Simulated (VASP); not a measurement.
# CoO (R-3m) in VASP: notebook

The runs below take CoO through single point, with PBEsol.

All numbers are computed with VASP 6.6.1; they aren't measurements. Logs are shortened: lines on timing, memory, paths and dates and some standing lists are left out, and cuts for length are marked.

## (1) The cell of the first run

Symmetry: R-3m, No. 166, trigonal system. The conventional cell has a = 3.011 Å, b = 3.011 Å, c = 7.320 Å, α = 90.00°, β = 90.00°, γ = 120.00°. Within 2.8 Å of Co (site symmetry -3m) lie 6 O at 2.12 Å. Within 2.8 Å of O (site symmetry -3m) lie 6 Co at 2.12 Å.

## (2) Single point, PBEsol, collinear spin, ferromagnetic start

Contents of INCAR:

```
  PREC = Accurate
  ENCUT = 520
  EDIFF = 1E-7
  ISMEAR = -1
  SIGMA = 0.05
  LREAL = False
  LASPH = True
  NELM = 150
  ALGO = Normal
  ISIF = 2
  LWAVE = False
  LCHARG = False
  ISPIN = 2
  MAGMOM = 1.71 0
  LORBIT = 11
  LMAXMIX = 4
  GGA = PS
  NBANDS = 18
```

Contents of KPOINTS:

```
Automatic mesh
0
Gamma
  11 11 11
```

Contents of POSCAR:

```
CoO
1.0
    1.5054695445      0.8691832468      2.4399269062
   -1.5054695445      0.8691832468      2.4399269062
    0.0000000000     -1.7383664936      2.4399269062
Co O
1 1
Direct
    0.0000000000      0.0000000000      0.0000000000
    0.5000000000      0.5000000000      0.5000000000
```

Potentials or basis: VASP PAW PBE potentials, release 64 (Co, O).

Started as:

```
> cat potpaw_PBE.64/Co/POTCAR potpaw_PBE.64/O/POTCAR > POTCAR
> mpirun -np 1 vasp_std > vasp.out
```

OUTCAR:

```text
PREC = Accurate
   ENCUT = 520
   EDIFF = 1E-7
   ISMEAR = -1
   LREAL = False
   LASPH = True
   NELM = 150
   ISIF = 2
   ISPIN = 2
   LORBIT = 11
   GGA = PS

 ion  position               nearest neighbor table
   1  0.000  0.000  0.000-   2 2.12   2 2.12   2 2.12   2 2.12   2 2.12   2 2.12
   2  0.500  0.500  0.500-   1 2.12   1 2.12   1 2.12   1 2.12   1 2.12   1 2.12

  LATTYP: Found a trigonal (rhomboedric) cell.
 ALAT       =     2.9958573687
 COS(alpha) =     0.4949531368

  Lattice vectors:

 A1 = (   1.5054695445,   0.8691832468,   2.4399269062)
 A2 = (  -1.5054695445,   0.8691832468,   2.4399269062)
 A3 = (   0.0000000000,  -1.7383664936,   2.4399269062)

Analysis of symmetry for initial positions (statically):
=====================================================================
 Subroutine PRICEL returns:
 Original cell was already a primitive cell.

 Routine SETGRP: Setting up the symmetry group for a
 trigonal (rhombohedral) supercell.

 Subroutine GETGRP returns: Found 12 space group operations
 (whereof 12 operations were pure point group operations)
 out of a pool of 12 trial point group operations.

The static configuration has the point symmetry D_3d.

Analysis of symmetry for dynamics (positions and initial velocities):
=====================================================================
 Subroutine PRICEL returns:
 Original cell was already a primitive cell.

 Routine SETGRP: Setting up the symmetry group for a
 trigonal (rhombohedral) supercell.

 Subroutine GETGRP returns: Found 12 space group operations
 (whereof 12 operations were pure point group operations)
 out of a pool of 12 trial point group operations.

The dynamic configuration has the point symmetry D_3d.

Analysis of structural, dynamic, and magnetic symmetry:
=====================================================================
 Subroutine PRICEL returns:
 Original cell was already a primitive cell.

 Routine SETGRP: Setting up the symmetry group for a
 trigonal (rhombohedral) supercell.

 Subroutine GETGRP returns: Found 12 space group operations
 (whereof 12 operations were pure point group operations)
 out of a pool of 12 trial point group operations.

The overall configuration has the point symmetry D_3d.

 Subroutine INISYM returns: Found 12 space group operations
 (whereof 12 operations are pure point group operations),
 and found     1 'primitive' translations

----------------------------------------------------------------------------------------

                                     Primitive cell

  volume of cell :      19.1563

  direct lattice vectors                    reciprocal lattice vectors
     1.505469544  0.869183247  2.439926906     0.332122295  0.191750896  0.136616114
    -1.505469544  0.869183247  2.439926906    -0.332122295  0.191750896  0.136616114
     0.000000000 -1.738366494  2.439926906     0.000000000 -0.383501793  0.136616114

  length of vectors
     2.995857369  2.995857369  2.995857369     0.407108816  0.407108816  0.407108816

  position of ions in fractional coordinates (direct lattice)
     0.000000000  0.000000000  0.000000000
     0.500000000  0.500000000  0.500000000

  ion indices of the primitive-cell ions
   primitive index   ion index
                 1           1
                 2           2

----------------------------------------------------------------------------------------

 KPOINTS: Automatic mesh

Automatic generation of k-mesh.
 Grid dimensions read from file:
 generate k-points for:   11   11   11

 Generating k-lattice:

  Cartesian coordinates                     Fractional coordinates (reciprocal lattice)
     0.030192936  0.017431900  0.012419647     0.090909091  0.000000000  0.000000000
    -0.030192936  0.017431900  0.012419647     0.000000000  0.090909091  0.000000000
     0.000000000 -0.034863799  0.012419647     0.000000000  0.000000000  0.090909091

  Length of vectors
     0.037009892  0.037009892  0.037009892

  Shift w.r.t. Gamma in fractional coordinates (k-lattice)
     0.000000000  0.000000000  0.000000000

 Subroutine IBZKPT returns following result:
 ===========================================

 Found    146 irreducible k-points:

 Following reciprocal coordinates:
            Coordinates               Weight
  0.000000  0.000000  0.000000      1.000000
  0.090909  0.000000  0.000000      6.000000
  0.181818  0.000000  0.000000      6.000000
  0.272727 -0.000000  0.000000      6.000000
  0.363636 -0.000000 -0.000000      6.000000
  0.454545  0.000000 -0.000000      6.000000
[... 16 lines left out ...]
 -0.272727  0.181818  0.000000     12.000000
 -0.181818  0.181818  0.000000      6.000000
 [... further k-points ...]
   k-points           NKPTS =    146   k-points in BZ     NKDIM =    146   number of bands    NBANDS=     18
   number of dos      NEDOS =    301   number of ions     NIONS =      2
   total plane-waves  NPLWV =  13824
   dimension x,y,z NGX =    24 NGY =   24 NGZ =   24
   dimension x,y,z NGXF=    48 NGYF=   48 NGZF=   48
   ions per type =               1   1
   NGX,Y,Z   is equivalent  to a cutoff of  13.32, 13.32, 13.32 a.u.
   NGXF,Y,Z  is equivalent  to a cutoff of  26.64, 26.64, 26.64 a.u.
 SYSTEM =  unknown system
   PREC   = accura    normal or accurate (medium, high low for compatibility)
   ISTART =      0    job   : 0-new  1-cont  2-samecut
   ICHARG =      2    charge: 1-file 2-atom 10-const
   ISPIN  =      2    spin polarized calculation?
   LNONCOLLINEAR =      F non collinear calculations
   LSORBIT =      F    spin-orbit coupling
   LASPH  =      T    aspherical Exc in radial PAW
   ENCUT  =  520.0 eV  38.22 Ry    6.18 a.u.   5.57  5.57  5.57*2*pi/ulx,y,z
   NELM   =    150;   NELMIN=  2; NELMDL= -5     # of ELM steps
   EDIFF  = 0.1E-06   stopping-criterion for ELM
   LREAL  =      F    real-space projection
   EDIFFG = 0.1E-05   stopping-criterion for IOM
   NSW    =      0    number of steps for IOM
   IBRION =     -1    ionic relax: 0-MD 1-quasi-New 2-CG
   NFREE  =      0    steps in history (QN), initial steepest desc. (CG)
   ISIF   =      2    stress and relaxation
   ISYM   =      2    0-nonsym 1-usesym 2-fastsym
   POTIM  = 0.5000    time-step for ionic-motion
   TEBEG  =    0.0;   TEEND  =   0.0 temperature during run
   PSTRESS=    0.0 pullay stress
   NELECT =      15.0000    total number of electrons
   NUPDOWN=      -1.0000    fix difference up-down
   EMIN   =  10.00;   EMAX   =-10.00  energy-range for DOS
   EFERMI =   0.00;   METHOD = LEGACY
   ISMEAR =    -1;   SIGMA  =   0.05  broadening in eV -4-tet -1-fermi 0-gaus
   EFERMI_NEDOS =   21; number of points for ismear=-14 and -15
   IALGO  =     38    algorithm
   IMIX   =      4    mixing-type and parameters
     AMIX     =   0.40;   BMIX     =  1.00
     AMIX_MAG =   1.60;   BMIX_MAG =  1.00
  volume/ion in A,a.u.               =       9.58        64.64
  Fermi-wavevector in a.u.,A,eV,Ry     =   1.508927  2.851458 30.978555  2.276860
  Thomas-Fermi vector in A             =   2.619316
   LORBIT       =     11    0 simple, 1 ext, 2 COOP (PROOUT), +10 PAW based schemes
   GGA     = PS    functional components
   LHFCALC =     F    Hartree Fock is set to
   AEXX    =    0.0000 exact exchange contribution
   IVDW    =     0    specifies the selected vdW correction
   LEPSILON=     F    determine dielectric tensor
   LRPA    =     F    only Hartree local field effects (RPA)
 spin polarized calculation
  energy-cutoff  :      520.00
  volume of cell :       19.16
 maximum number of plane-waves:       532
   NGX = 11   NGY = 11   NGZ = 11

 number of electron      15.0000005 magnetization       2.9115696

 Free energy of the ion-electron system (eV)
  ---------------------------------------------------
  ext. energy  EPLUGINS =         0.00000000
  ---------------------------------------------------
  free energy    TOTEN  =       -13.97212695 eV

  energy without entropy =      -13.93946824  energy(sigma->0) =      -13.95579759

 E-fermi :   7.9446     XC(G=0): -12.7113

 val. band max:        7.9433518218   @ k =  -0.2727   0.1818   0.0000
 cond. band min:       7.9486265705   @ k =  -0.1818   0.2727   0.1818
 fundamental gap:      0.0052747486
 Fermi energy:         7.9445635255

 spin component 1

 k-point     1 :       0.0000    0.0000    0.0000
  band No.  band energies     occupation
      1     -12.3621      1.00000
      2       4.6585      1.00000
      3       4.6585      1.00000
      4       4.6686      1.00000
      5       4.6686      1.00000
      6       4.7174      1.00000
[... 10 lines left out ...]
     17      29.4652      0.00000
     18      32.7707      0.00000
[... 463 lines left out ...]
 k-point    24 :      -0.1818    0.1818    0.0000
  band No.  band energies     occupation
      1     -11.5969      1.00000
      2       1.1363      1.00000
      3       2.2612      1.00000
      4       2.8129      1.00000
      5       5.1450      1.00000
      6       5.1910      1.00000
[... 10 lines left out ...]
     17      35.5631      0.00000
     18      37.3457      0.00000

 [... further k-points ...]

 spin component 2

 k-point     1 :       0.0000    0.0000    0.0000
  band No.  band energies     occupation
      1     -11.8299      1.00000
      2       5.2706      1.00000
      3       5.2706      1.00000
      4       5.3245      1.00000
      5       6.8107      1.00000
      6       6.8107      1.00000
[... 10 lines left out ...]
     17      30.4099      0.00000
     18      33.5901      0.00000
[... 463 lines left out ...]
 k-point    24 :      -0.1818    0.1818    0.0000
  band No.  band energies     occupation
      1     -11.0393      1.00000
      2       1.8917      1.00000
      3       3.6461      1.00000
      4       3.6703      1.00000
      5       7.2431      1.00000
      6       7.6835      0.99463
[... 10 lines left out ...]
     17      36.1755      0.00000
     18      37.9570      0.00000

 [... further k-points ...]

------------------------ aborting loop because EDIFF is reached ----------------------------------------

  FORCE on cell =-STRESS in cart. coord.  units (eV):
  Direction    XX          YY          ZZ          XY          YZ          ZX
  --------------------------------------------------------------------------------------
  -------------------------------------------------------------------------------------
  Total       -1.1473760     -1.1473760     -1.1842298      0.0000000      0.0000000      0.0000000
  in kB      -95.9632481    -95.9632481    -99.0456000      0.0000000      0.0000000      0.0000000
  external PRESSURE =     -96.9906987 kB  Pullay stress =       0.0000000 kB

 VOLUME and BASIS-vectors are now :
 -----------------------------------------------------------------------------
  energy-cutoff  :      520.00
  volume of cell :       19.16
      direct lattice vectors                 reciprocal lattice vectors
     1.505469544  0.869183247  2.439926906     0.332122295  0.191750896  0.136616114
    -1.505469544  0.869183247  2.439926906    -0.332122295  0.191750896  0.136616114
     0.000000000 -1.738366494  2.439926906     0.000000000 -0.383501793  0.136616114

 POSITION                                       TOTAL-FORCE (eV/Angst)
 -----------------------------------------------------------------------------------
      0.00000      0.00000      0.00000         0.000000     -0.000000     -0.000000
      0.00000      0.00000      3.65989        -0.000000      0.000000      0.000000
 -----------------------------------------------------------------------------------
    total drift:                               -0.000000      0.000000     -0.000000

  FREE ENERGIE OF THE ION-ELECTRON SYSTEM (eV)
  ---------------------------------------------------
  free  energy   TOTEN  =       -13.9721269470 eV

  energy  without entropy=      -13.9394682358  energy(sigma->0) =      -13.95579759

 total charge

# of ion       s       p       d       tot
------------------------------------------
    1        0.300   0.367   7.151   7.817
    2        1.551   3.403   0.000   4.953
--------------------------------------------------
tot          1.850   3.770   7.151  12.771

 magnetization (x)

# of ion       s       p       d       tot
------------------------------------------
    1        0.020   0.018   2.511   2.548
    2        0.029   0.281   0.000   0.311
--------------------------------------------------
tot          0.049   0.299   2.511   2.859
```

Run time: 45 s. Hardware: 1 thread of Intel Xeon 6975P-C (Granite Rapids), shared host; peak memory 0.2 GiB.

What came out:

| Quantity | Value |
| --- | --- |
| Free energy | -13.9721 eV |
| Pressure | -9.7 GPa |
| Net moment | 2.91 μB per cell |
| Site moments | Co +2.55; O +0.31 μB |
| Valence electrons inside the program's atomic spheres | Co 7.82; O 4.95 |

Stress tensor (GPa, compression positive):
```
-9.60  0.00  0.00
 0.00 -9.60  0.00
 0.00  0.00 -9.90
```

Caveat: the cell stands under tension; the PAW data sets were made with another functional, which shifts forces and pressure a little; a cell with one magnetic atom can't hold antiferromagnetic order, which such compounds often take; semilocal functionals often make such compounds metallic where correlation or magnetic order opens a gap, which also shifts bond lengths. With open d or f shells a metallic result of PBEsol can be an artefact of self-interaction; +U or a hybrid may open a gap.

## (3) Single point, PBEsol, collinear spin, ferromagnetic start

Contents of INCAR:

```
  ALGO = Normal
  EDIFF = 1E-6
  ENCUT = 520
  GGA = PS
  ISIF = 2
  ISMEAR = -1
  ISPIN = 2
  LASPH = True
  LCHARG = False
  LMAXMIX = 4
  LORBIT = 11
  LREAL = False
  LWAVE = False
  MAGMOM = 3.5 0
  NBANDS = 18
  NELM = 150
  PREC = Accurate
  SIGMA = 0.05
```

Contents of KPOINTS:

```
k-points
0
Gamma
  11 11 11
```

POSCAR is that of step 2.

Potentials or basis: VASP PAW PBE potentials, release 64 (Co, O).

Started as:

```
> cat potpaw_PBE.64/Co/POTCAR potpaw_PBE.64/O/POTCAR > POTCAR
> mpirun -np 1 vasp_std > vasp.out
```

Wall time 38 s (1 thread of Intel Xeon 6975P-C (Granite Rapids), shared host); peak memory 0.21 GiB.

It converged, with:

| Quantity | Value |
| --- | --- |
| Free energy | -13.9721 eV |
| Pressure | -9.7 GPa |
| Net moment | 2.91 μB per cell |
| Site moments | Co +2.55; O +0.31 μB |
| Valence electrons inside the program's atomic spheres | Co 7.82; O 4.95 |

Stress tensor (GPa, compression positive):
```
-9.60  0.00  0.00
 0.00 -9.60  0.00
 0.00  0.00 -9.91
```

Levels at points of the mesh, in eV from the Fermi level:
Spin up:
| k point | band 5 | band 6 | band 7 | band 8 | band 9 | band 10 | band 11 | band 12 | band 13 | band 14 |
| --- | --- | --- | --- | --- | --- | --- | --- | --- | --- | --- |
| (0.00, 0.00, 0.00) | -3.28 | -3.23 | -3.16 | -3.16 | -3.12 | 0.89 | 16.60 | 17.91 | 17.91 | 18.12 |
Spin down:
| k point | band 2 | band 3 | band 4 | band 5 | band 6 | band 7 | band 8 | band 9 | band 10 | band 11 |
| --- | --- | --- | --- | --- | --- | --- | --- | --- | --- | --- |
| (0.00, 0.00, 0.00) | -2.67 | -2.67 | -2.62 | -1.13 | -1.13 | -1.10 | -0.15 | -0.15 | 1.44 | 16.54 |

Caveat: the cell stands under tension; the PAW data sets were made with another functional, which shifts forces and pressure a little; a cell with one magnetic atom can't hold antiferromagnetic order, which such compounds often take; semilocal functionals often make such compounds metallic where correlation or magnetic order opens a gap, which also shifts bond lengths. With open d or f shells a metallic result of PBEsol can be an artefact of self-interaction; +U or a hybrid may open a gap.
